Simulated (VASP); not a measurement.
# TiS2 (P-3m1) in VASP: a series of runs

Aim: see how the results for TiS2 move with the level of theory and the settings. Levels: PBE, r2SCAN. Tasks: single point.

All numbers are computed with VASP 6.6.1; they aren't measurements. Logs are shortened: lines on timing, memory, paths and dates and some standing lists are left out, and cuts for length are marked.

## Step 1: The cell of the first run

Symmetry: P-3m1, No. 164, trigonal system. The conventional cell has a = 3.411 Å, b = 3.411 Å, c = 5.739 Å, α = 90.00°, β = 90.00°, γ = 120.00°. Ti (site symmetry -3m) has 6 S at 2.42 Å within 3.2 Å. Within 3.2 Å of S (site symmetry 3m) lie 3 Ti at 2.42 Å.

## Step 2: Single point, PBE

INCAR reads:

```
ALGO     = Normal         # electronic algorithm
EDIFF    = 1E-6           # SCF threshold, eV
ENCUT    = 500            # plane-wave cutoff, eV
GGA      = PE             # functional
GGA_COMPAT= False        
ISIF     = 2              # what is computed and relaxed
ISMEAR   = -1             # smearing method
LASPH    = True           # aspherical terms in the spheres
LCHARG   = False          # write CHGCAR
LREAL    = False          # projectors in reciprocal space
LWAVE    = False          # write WAVECAR
NBANDS   = 19             # bands
NELM     = 120            # most SCF steps
PREC     = Accurate       # precision mode
SIGMA    = 0.02           # smearing width, eV
```

KPOINTS reads:

```
k-points
0
Gamma
  6 6 4
```

POSCAR reads:

```
TiS2
1.0
    3.4106015318      0.0000000000      0.0000000000
   -1.7053007659      2.9536675687      0.0000000000
    0.0000000000      0.0000000000      5.7387202085
Ti S
1 2
Direct
    0.0000000000      0.0000000000      0.0000000000
    0.3333333333      0.6666666667      0.2449123212
    0.6666666667      0.3333333333      0.7550876788
```

Potentials or basis: VASP PAW PBE potentials, release 64 (Ti_sv, S).

The run is started by

```
> cat potpaw_PBE.64/Ti_sv/POTCAR potpaw_PBE.64/S/POTCAR > POTCAR
> mpirun -np 1 vasp_std > vasp.out
```

OUTCAR:

```text
EDIFF = 1E-6
   ENCUT = 500
   GGA = PE
   ISIF = 2
   ISMEAR = -1
   LASPH = True
   LREAL = False
   NELM = 120
   PREC = Accurate

 ion  position               nearest neighbor table
   1  0.000  0.000  0.000-   2 2.42   3 2.42   2 2.42   3 2.42   3 2.42   2 2.42
   2  0.333  0.667  0.245-   1 2.42   1 2.42   1 2.42
   3  0.667  0.333  0.755-   1 2.42   1 2.42   1 2.42

  LATTYP: Found a hexagonal cell.
 ALAT       =     3.4106015318
 C/A-ratio  =     1.6826123354

  Lattice vectors:

 A1 = (   3.4106015318,   0.0000000000,   0.0000000000)
 A2 = (  -1.7053007659,   2.9536675687,   0.0000000000)
 A3 = (   0.0000000000,   0.0000000000,   5.7387202085)

Analysis of symmetry for initial positions (statically):
=====================================================================
 Subroutine PRICEL returns:
 Original cell was already a primitive cell.

 Routine SETGRP: Setting up the symmetry group for a
 hexagonal supercell.

 Subroutine GETGRP returns: Found 12 space group operations
 (whereof 12 operations were pure point group operations)
 out of a pool of 24 trial point group operations.

The static configuration has the point symmetry D_3d.

Analysis of symmetry for dynamics (positions and initial velocities):
=====================================================================
 Subroutine PRICEL returns:
 Original cell was already a primitive cell.

 Routine SETGRP: Setting up the symmetry group for a
 hexagonal supercell.

 Subroutine GETGRP returns: Found 12 space group operations
 (whereof 12 operations were pure point group operations)
 out of a pool of 24 trial point group operations.

The dynamic configuration has the point symmetry D_3d.

 Subroutine INISYM returns: Found 12 space group operations
 (whereof 12 operations are pure point group operations),
 and found     1 'primitive' translations

----------------------------------------------------------------------------------------

                                     Primitive cell

  volume of cell :      57.8106

  direct lattice vectors                    reciprocal lattice vectors
     3.410601532  0.000000000  0.000000000     0.293203410  0.169281068  0.000000000
    -1.705300766  2.953667569  0.000000000     0.000000000  0.338562136  0.000000000
     0.000000000  0.000000000  5.738720209     0.000000000  0.000000000  0.174254880

[... 80 lines left out ...]
   LSORBIT =      F    spin-orbit coupling
   LASPH  =      T    aspherical Exc in radial PAW
   ENCUT  =  500.0 eV  36.75 Ry    6.06 a.u.   6.22  6.22 10.46*2*pi/ulx,y,z
   NELM   =    120;   NELMIN=  2; NELMDL= -5     # of ELM steps
   EDIFF  = 0.1E-05   stopping-criterion for ELM
   LREAL  =      F    real-space projection
   EDIFFG = 0.1E-04   stopping-criterion for IOM
   NSW    =      0    number of steps for IOM
   IBRION =     -1    ionic relax: 0-MD 1-quasi-New 2-CG
   NFREE  =      0    steps in history (QN), initial steepest desc. (CG)
   ISIF   =      2    stress and relaxation
   ISYM   =      2    0-nonsym 1-usesym 2-fastsym
   POTIM  = 0.5000    time-step for ionic-motion
   TEBEG  =    0.0;   TEEND  =   0.0 temperature during run
   PSTRESS=    0.0 pullay stress
   NELECT =      24.0000    total number of electrons
   NUPDOWN=      -1.0000    fix difference up-down
   EMIN   =  10.00;   EMAX   =-10.00  energy-range for DOS
   EFERMI =   0.00;   METHOD = LEGACY
   ISMEAR =    -1;   SIGMA  =   0.02  broadening in eV -4-tet -1-fermi 0-gaus
   EFERMI_NEDOS =   21; number of points for ismear=-14 and -15
   IALGO  =     38    algorithm
   IMIX   =      4    mixing-type and parameters
     AMIX     =   0.40;   BMIX     =  1.00
     AMIX_MAG =   1.60;   BMIX_MAG =  1.00
  volume/ion in A,a.u.               =      19.27       130.04
  Fermi-wavevector in a.u.,A,eV,Ry     =   1.221263  2.307853 20.292878  1.491484
  Thomas-Fermi vector in A             =   2.356452
   LORBIT       =      0    0 simple, 1 ext, 2 COOP (PROOUT), +10 PAW based schemes
   GGA     = PE    functional components
   LHFCALC =     F    Hartree Fock is set to
   AEXX    =    0.0000 exact exchange contribution
   IVDW    =     0    specifies the selected vdW correction
   LEPSILON=     F    determine dielectric tensor
   LRPA    =     F    only Hartree local field effects (RPA)
 non-spin polarized calculation
  energy-cutoff  :      500.00
  volume of cell :       57.81
 maximum number of plane-waves:      1475
 NGX is ok and might be reduce to    28
   NGX = 13   NGY = 13   NGZ = 21

 number of electron      24.0000002 magnetization

 Free energy of the ion-electron system (eV)
  ---------------------------------------------------
  ext. energy  EPLUGINS =         0.00000000
  ---------------------------------------------------
  free energy    TOTEN  =       -19.90959109 eV

  energy without entropy =      -19.90850467  energy(sigma->0) =      -19.90904788

 E-fermi :   5.3483     XC(G=0): -10.0320

 val. band max:        5.3196653733   @ k =   0.0000   0.0000   0.2500
 cond. band min:       5.3955292071   @ k =   0.0000   0.0000   0.0000
 fundamental gap:      0.0758638338
 Fermi energy:         5.3482582177

 k-point     1 :       0.0000    0.0000    0.0000
  band No.  band energies     occupation
      1     -52.3231      2.00000
      2     -28.5540      2.00000
      3     -28.5014      2.00000
      4     -28.5014      2.00000
      5      -8.4123      2.00000
      6      -6.7458      2.00000
[... 505 lines left out ...]
      6      -6.5381      2.00000
[... 11 lines left out ...]
     18      13.1750      0.00000
     19      13.1750      0.00000

------------------------ aborting loop because EDIFF is reached ----------------------------------------

  FORCE on cell =-STRESS in cart. coord.  units (eV):
  Direction    XX          YY          ZZ          XY          YZ          ZX
  --------------------------------------------------------------------------------------
  -------------------------------------------------------------------------------------
  Total        0.3687635      0.3687635      0.9361405      0.0000000      0.0000000      0.0000000
  in kB       10.2199991     10.2199991     25.9444195      0.0000000      0.0000000      0.0000000
  external PRESSURE =      15.4614726 kB  Pullay stress =       0.0000000 kB

 VOLUME and BASIS-vectors are now :
 -----------------------------------------------------------------------------
  energy-cutoff  :      500.00
  volume of cell :       57.81
      direct lattice vectors                 reciprocal lattice vectors
     3.410601532  0.000000000  0.000000000     0.293203410  0.169281068  0.000000000
    -1.705300766  2.953667569  0.000000000     0.000000000  0.338562136  0.000000000
     0.000000000  0.000000000  5.738720209     0.000000000  0.000000000  0.174254880

 POSITION                                       TOTAL-FORCE (eV/Angst)
 -----------------------------------------------------------------------------------
      0.00000      0.00000      0.00000        -0.000000      0.000000      0.000000
     -0.00000      1.96911      1.40548        -0.000000     -0.000000      0.127642
      1.70530      0.98456      4.33324         0.000000      0.000000     -0.127642
 -----------------------------------------------------------------------------------
    total drift:                                0.000000      0.000000      0.000000

  FREE ENERGIE OF THE ION-ELECTRON SYSTEM (eV)
  ---------------------------------------------------
  free  energy   TOTEN  =       -19.9095910922 eV

  energy  without entropy=      -19.9085046681  energy(sigma->0) =      -19.90904788
```

stdout:

```text
POSCAR found type information on POSCAR TiS
 POSCAR found :  2 types and       3 ions
 scaLAPACK will be used
 LDA part: xc-table for (Slater+PW92), standard interpolation
 POSCAR, INCAR and KPOINTS ok, starting setup
 FFT: planning ... GRIDC
 FFT: planning ... GRID_SOFT
 FFT: planning ... GRID
 WAVECAR not read
 entering main loop
```

Run time: 29 s. Hardware: 1 thread of AMD EPYC 7R43 (Zen 3), shared host; peak memory 0.14 GiB.

What came out:

```
Free energy            : -19.9096 eV
Pressure               : 1.5 GPa
Largest force          : 0.128 eV/Å
Band gap on the k mesh : zero (band 12 reaches 5.40 eV, above the bottom of band 13 at 5.31 eV)
```

Forces on the atoms (eV/Å):
```
Ti   0.000  0.000  0.000
S    0.000  0.000  0.128
S    0.000  0.000 -0.128
```

Levels at points of the mesh, in eV from the Fermi level:
| k point | band 9 | band 10 | band 11 | band 12 | band 13 | band 14 | band 15 | band 16 |
| --- | --- | --- | --- | --- | --- | --- | --- | --- |
| (0.00, 0.00, 0.00) | -2.85 | -0.10 | 0.05 | 0.05 | 0.46 | 0.46 | 0.93 | 3.52 |
| (0.50, 0.00, 0.00) | -2.92 | -2.69 | -2.58 | -1.59 | 0.22 | 1.50 | 1.89 | 3.73 |
| (0.00, 0.00, 0.50) | -2.81 | -2.35 | -0.10 | -0.10 | 0.45 | 0.45 | 1.50 | 3.78 |
| (0.50, 0.00, 0.50) | -2.84 | -2.82 | -1.31 | -1.31 | -0.04 | 1.49 | 1.86 | 3.42 |

Caveat: this functional lacks dispersion, which binds the layers, so the pressure and a relaxed spacing across them are unreliable.

## Step 3: Single point, PBE

INCAR reads:

```
SYSTEM = TiS2
ALGO     = Normal         ! electronic algorithm
EDIFF    = 1E-6           ! SCF threshold, eV
ENCUT    = 500            ! plane-wave cutoff, eV
GGA      = PE             ! functional
GGA_COMPAT= .False.      
ISIF     = 2              ! what is computed and relaxed
ISMEAR   = -1             ! smearing method
LASPH    = .True.         ! aspherical terms in the spheres
LCHARG   = .False.        ! write CHGCAR
LREAL    = .False.        ! projectors in reciprocal space
LWAVE    = .False.        ! write WAVECAR
NBANDS   = 19             ! bands
NELM     = 120            ! most SCF steps
PREC     = Accurate       ! precision mode
SIGMA    = 0.001          ! smearing width, eV
```

KPOINTS reads:

```
k-points
0
Gamma
  6 6 4
  0 0 0
```

POSCAR is that of step 2.

Potentials or basis: VASP PAW PBE potentials, release 64 (Ti_sv, S).

The run is started by

```
> cat potpaw_PBE.64/Ti_sv/POTCAR potpaw_PBE.64/S/POTCAR > POTCAR
> mpirun -np 1 vasp_std > vasp.out
```

Wall time 29 s (1 thread of AMD EPYC 7R43 (Zen 3), shared host); peak memory 0.15 GiB.

Results (log left out):

```
Free energy            : -19.9088 eV
Pressure               : 1.6 GPa
Largest force          : 0.133 eV/Å
Band gap on the k mesh : zero (band 12 reaches 5.39 eV, above the bottom of band 13 at 5.31 eV)
```

Forces on the atoms (eV/Å):
```
Ti   0.000  0.000  0.000
S    0.000  0.000  0.133
S    0.000  0.000 -0.133
```

Stress tensor (GPa, compression positive):
```
1.01 0.00 0.00
0.00 1.01 0.00
0.00 0.00 2.72
```

Levels at points of the mesh, in eV from the Fermi level:
| k point | band 9 | band 10 | band 11 | band 12 | band 13 | band 14 | band 15 | band 16 |
| --- | --- | --- | --- | --- | --- | --- | --- | --- |
| (0.00, 0.00, 0.00) | -2.82 | -0.07 | 0.07 | 0.07 | 0.49 | 0.49 | 0.96 | 3.55 |
| (0.50, 0.00, 0.00) | -2.89 | -2.66 | -2.55 | -1.57 | 0.25 | 1.53 | 1.92 | 3.76 |
| (0.00, 0.00, 0.50) | -2.79 | -2.32 | -0.07 | -0.07 | 0.48 | 0.48 | 1.53 | 3.81 |
| (0.50, 0.00, 0.50) | -2.82 | -2.79 | -1.28 | -1.28 | -0.01 | 1.52 | 1.89 | 3.45 |

Caveat: this functional lacks dispersion, which binds the layers, so the pressure and a relaxed spacing across them are unreliable.

## Step 4: Single point, PBE

INCAR reads:

```
PREC = Accurate ; ENCUT = 500
EDIFF = 1E-6 ; ISMEAR = 1
SIGMA = 0.2 ; LREAL = False
LASPH = True ; NELM = 120
ALGO = Normal ; ISIF = 2
LWAVE = False ; LCHARG = False
GGA = PE ; NBANDS = 19
GGA_COMPAT = False
```

KPOINTS reads:

```
Automatic mesh
0
Gamma
  6 6 4
```

POSCAR is that of step 3.

The run is started by

```
> cat potpaw_PBE.64/Ti_sv/POTCAR potpaw_PBE.64/S/POTCAR > POTCAR
> mpirun -np 1 vasp_std > vasp.out
```

Run time: 33 s. Hardware: 1 thread of AMD EPYC 7R43 (Zen 3), shared host; peak memory 0.14 GiB.

Results (log left out):

- Free energy: -19.9085 eV
- Pressure: 1.6 GPa
- Largest force: 0.127 eV/Å
- Band gap on the k mesh: zero (band 12 reaches 5.40 eV, above the bottom of band 13 at 5.31 eV)

Forces on the atoms (eV/Å):
```
Ti   0.000  0.000  0.000
S    0.000  0.000  0.127
S    0.000  0.000 -0.127
```

Stress tensor (GPa, compression positive):
```
1.04 0.00 0.00
0.00 1.04 0.00
0.00 0.00 2.66
```

Levels at points of the mesh, in eV from the Fermi level:
| k point | band 10 | band 11 | band 12 | band 13 | band 14 | band 15 |
| --- | --- | --- | --- | --- | --- | --- |
| (0.00, 0.00, 0.00) | -0.12 | 0.03 | 0.03 | 0.44 | 0.44 | 0.91 |
| (0.50, 0.00, 0.00) | -2.71 | -2.60 | -1.61 | 0.20 | 1.47 | 1.87 |
| (0.00, 0.00, 0.50) | -2.37 | -0.12 | -0.12 | 0.43 | 0.43 | 1.48 |
| (0.50, 0.00, 0.50) | -2.84 | -1.33 | -1.33 | -0.06 | 1.47 | 1.84 |

Caveat: this functional lacks dispersion, which binds the layers, so the pressure and a relaxed spacing across them are unreliable.

## Step 5: Single point, r2SCAN

POSCAR is that of step 4.

INCAR.step1 reads:

```
ALGO = Normal
EDIFF = 1E-5
ENCUT = 550
GGA = PE
GGA_COMPAT = F
ISMEAR = -1
LASPH = T
LCHARG = F
LREAL = F
LWAVE = T
NBANDS = 19
NELM = 120
PREC = Accurate
SIGMA = 0.02
```

INCAR.step2 reads:

```
ALGO = Normal
EDIFF = 1E-6
ENCUT = 550
GGA_COMPAT = F
ISIF = 2
ISMEAR = -1
ISTART = 1
LASPH = T
LCHARG = F
LMIXTAU = T
LREAL = F
LWAVE = F
METAGGA = R2SCAN
NBANDS = 19
NELM = 120
PREC = Accurate
SIGMA = 0.02
```

KPOINTS reads:

```
k-points
0
Gamma
  6 6 4
```

The run is started by

```
> cat potpaw_PBE.64/Ti_sv/POTCAR potpaw_PBE.64/S/POTCAR > POTCAR
> cp INCAR.step1 INCAR
> mpirun -np 1 vasp_std > vasp.out
> cp INCAR.step2 INCAR
> mpirun -np 1 vasp_std > vasp.out
```

It took 2.3 min on 1 thread of AMD EPYC 7R43 (Zen 3), shared host; peak memory 0.17 GiB.

It converged, with:

```
Free energy            : -33.4566 eV
Pressure               : 1.3 GPa
Largest force          : 0.044 eV/Å
Band gap on the k mesh : 0.14 eV, indirect (least direct gap 0.62 eV)
```

Forces in eV/Å, atoms in the order of the input:
```
Ti   0.000  0.000  0.000
S    0.000  0.000 -0.044
S    0.000  0.000  0.044
```

Stress tensor (GPa, compression positive):
```
1.44 0.00 0.00
0.00 1.44 0.00
0.00 0.00 0.93
```

Levels at points of the mesh, in eV from the valence-band top:
| k point | band 10 | band 11 | band 12 | band 13 | band 14 | band 15 |
| --- | --- | --- | --- | --- | --- | --- |
| (0.00, 0.00, 0.00) | -0.14 | 0.00 | 0.00 | 0.62 | 0.62 | 1.16 |
| (0.50, 0.00, 0.00) | -2.89 | -2.71 | -1.72 | 0.39 | 1.70 | 2.13 |
| (0.00, 0.00, 0.50) | -2.45 | -0.15 | -0.15 | 0.61 | 0.61 | 1.74 |
| (0.50, 0.00, 0.50) | -2.96 | -1.43 | -1.40 | 0.14 | 1.69 | 2.09 |

Caveat: the PAW data sets were made with another functional, which shifts forces and pressure a little. A k mesh can miss the band edges.

## Step 6: Single point, PBE, collinear spin, zero start

INCAR reads:

```
PREC = Accurate ; ENCUT = 500
EDIFF = 1E-6 ; ISMEAR = -1
SIGMA = 0.02 ; LREAL = False
LASPH = True ; NELM = 200
ALGO = Normal ; ISIF = 2
LWAVE = False ; LCHARG = False
ISPIN = 2 ; MAGMOM = 0 0 0
LORBIT = 11 ; LMAXMIX = 4
GGA = PE ; NBANDS = 23
GGA_COMPAT = False
```

KPOINTS reads:

```
Automatic mesh
0
Gamma
  6 6 4
```

POSCAR is that of step 5.

Potentials or basis: VASP PAW PBE potentials, release 64 (Ti_sv, S).

The run is started by

```
> cat potpaw_PBE.64/Ti_sv/POTCAR potpaw_PBE.64/S/POTCAR > POTCAR
> mpirun -np 1 vasp_std > vasp.out
```

Run time: 71 s. Hardware: 1 thread of AMD EPYC 7R43 (Zen 3), shared host; peak memory 0.18 GiB.

The run converged. Its results:

```yaml
Free_energy: -19.9096 eV
Pressure: 1.6 GPa
Largest_force: 0.127 eV/Å
Band_gap_on_the_k_mesh: zero (filled and empty bands overlap)
Net_moment: 0.00 μB per cell
Valence_electrons_inside_the_program's_atomic_spheres: Ti 10.19; S 3.74
```

Forces in eV/Å, atoms in the order of the input:
```
Ti   0.000  0.000  0.000
S    0.000  0.000  0.127
S    0.000  0.000 -0.127
```

Stress tensor (GPa, compression positive):
```
1.04 0.00 0.00
0.00 1.04 0.00
0.00 0.00 2.62
```

Levels at points of the mesh, in eV from the Fermi level:
Spin up:
```
           k point  band 8  band 9  band 10  band 11  band 12  band 13  band 14  band 15  band 16  band 17
(0.00, 0.00, 0.00)   -2.85   -2.85    -0.10     0.05     0.05     0.46     0.46     0.93     3.52     3.52
(0.50, 0.00, 0.00)   -3.76   -2.92    -2.69    -2.58    -1.59     0.22     1.49     1.89     3.73     3.84
(0.00, 0.00, 0.50)   -2.81   -2.81    -2.35    -0.10    -0.10     0.44     0.44     1.50     3.78     3.78
(0.50, 0.00, 0.50)   -4.44   -2.84    -2.82    -1.31    -1.31    -0.04     1.49     1.86     3.42     4.26
```
Spin down:
```tsv
k point	band 8	band 9	band 10	band 11	band 12	band 13	band 14	band 15	band 16	band 17
(0.00, 0.00, 0.00)	-2.85	-2.85	-0.10	0.05	0.05	0.46	0.46	0.93	3.52	3.52
(0.50, 0.00, 0.00)	-3.76	-2.92	-2.69	-2.58	-1.59	0.22	1.49	1.89	3.73	3.84
(0.00, 0.00, 0.50)	-2.81	-2.81	-2.35	-0.10	-0.10	0.44	0.44	1.50	3.78	3.78
(0.50, 0.00, 0.50)	-4.44	-2.84	-2.82	-1.31	-1.31	-0.04	1.49	1.86	3.42	4.26
```

Caveat: this functional lacks dispersion, which binds the layers, so the pressure and a relaxed spacing across them are unreliable.

## Step 7: The runs side by side

```tsv
level	spin	cutoff (eV)	smearing	gap on the mesh (eV)	pressure (GPa)	largest force (eV/Å)
PBE	off	500	fermi-dirac 0.02 eV	none	1.5	0.13
PBE	off	500	fermi-dirac 0.001 eV	none	1.6	0.13
PBE	off	500	methfessel-paxton 0.2 eV	none	1.6	0.13
r2SCAN	off	550	fermi-dirac 0.02 eV	0.14	1.3	0.04
PBE	collinear, zero start	500	fermi-dirac 0.02 eV	none	1.6	0.13
```

Alike in all rows: task single point; potentials or basis VASP PAW PBE potentials, release 64 (Ti_sv, S); cell as given; k mesh 6 × 6 × 4.

On the cell as given the gap runs from zero (PBE) to 0.14 eV (r2SCAN). The pressure there spans 1.3 GPa (r2SCAN) to 1.6 GPa (PBE); a positive pressure means that this level wants a larger cell, a negative one a smaller.

Caveats: this functional lacks dispersion, which binds the layers, so the pressure and a relaxed spacing across them are unreliable (some runs); the PAW data sets were made with another functional, which shifts forces and pressure a little (some runs).

Absolute energies hang on the potentials; compare differences alone.
